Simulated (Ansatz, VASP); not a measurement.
Given: the input of a run of Ansatz 0.2.0 on As.

File input.yaml:

```yaml
crystal:
  lattice:
    - [2.7392605843, 0.0, 0.0]
    - [0.0, 2.7392605843, 0.0]
    - [0.0, 0.0, 2.7392605843]
  atoms:
    - { symbol: As, position: [0.5, 0.5, 0.5] }
hamiltonian:
  xc: r2scan
  pseudopotentials: { kind: paw }
kpoints:
  mp_grid: { grid: [10, 10, 10] }
scf:
  occupations: { method: fermi_dirac, width: 0.05 }
output:
  forces: true
  stress: true
  eigenvalues: true
```

Potentials or basis: Ansatz PAW.

Launch:

```console
$ ansatz run input.yaml --threads 2 --pin off --max-ram 5632MiB --backend cpu --events-out ev --progress --plain --runs-dir out
```

Question: Set up the same calculation for VASP 6.6.1. Potentials there: VASP PAW PBE potentials, release 64 (As).

Answer: As run (the cutoff follows the program's own potentials):

File POSCAR:

```
As
1.0
    2.7392605843      0.0000000000      0.0000000000
    0.0000000000      2.7392605843      0.0000000000
    0.0000000000      0.0000000000      2.7392605843
As
1
Direct
    0.5000000000      0.5000000000      0.5000000000
```

File INCAR.step1:

```
SYSTEM = As
PREC = Accurate
ENCUT = 520
ISMEAR = -1
SIGMA = 0.05
LREAL = .FALSE.
LASPH = .TRUE.
NELM = 60
NBANDS = 8
GGA = PE
ALGO = Normal
EDIFF = 1E-4
LWAVE = .TRUE.
LCHARG = .FALSE.
```

The input INCAR.step2:

```
SYSTEM = As
PREC = Accurate
ENCUT = 520
EDIFF = 1E-7
ISMEAR = -1
SIGMA = 0.05
LREAL = .FALSE.
LASPH = .TRUE.
NELM = 60
ALGO = Normal
ISIF = 2
LWAVE = .FALSE.
LCHARG = .FALSE.
METAGGA = R2SCAN
LMIXTAU = .TRUE.
NBANDS = 8
ISTART = 1
```

Contents of KPOINTS:

```
regular mesh
0
G
  10 10 10
  0 0 0
```

Potentials or basis: VASP PAW PBE potentials, release 64 (As).

Command:

```bash
$ cat potpaw_PBE.64/As/POTCAR > POTCAR
$ cp INCAR.step1 INCAR
$ mpirun -np 1 vasp_std > vasp.out
$ cp INCAR.step2 INCAR
$ mpirun -np 1 vasp_std > vasp.out
```

Both were run:

|  | VASP | Ansatz | Ansatz less VASP |
| --- | --- | --- | --- |
| gap on the k mesh at the Fermi level (eV) | none | none | - |
| pressure (GPa) | -3.4 | -3.3 | +0.04 |

VASP's potentials were made for PBE, not for r2SCAN. A gap of «none» marks a metal or a gap that the smearing closes. VASP's potentials hold 5 valence electrons a cell and Ansatz's 15, so a difference there can come from the potentials and not from the codes.
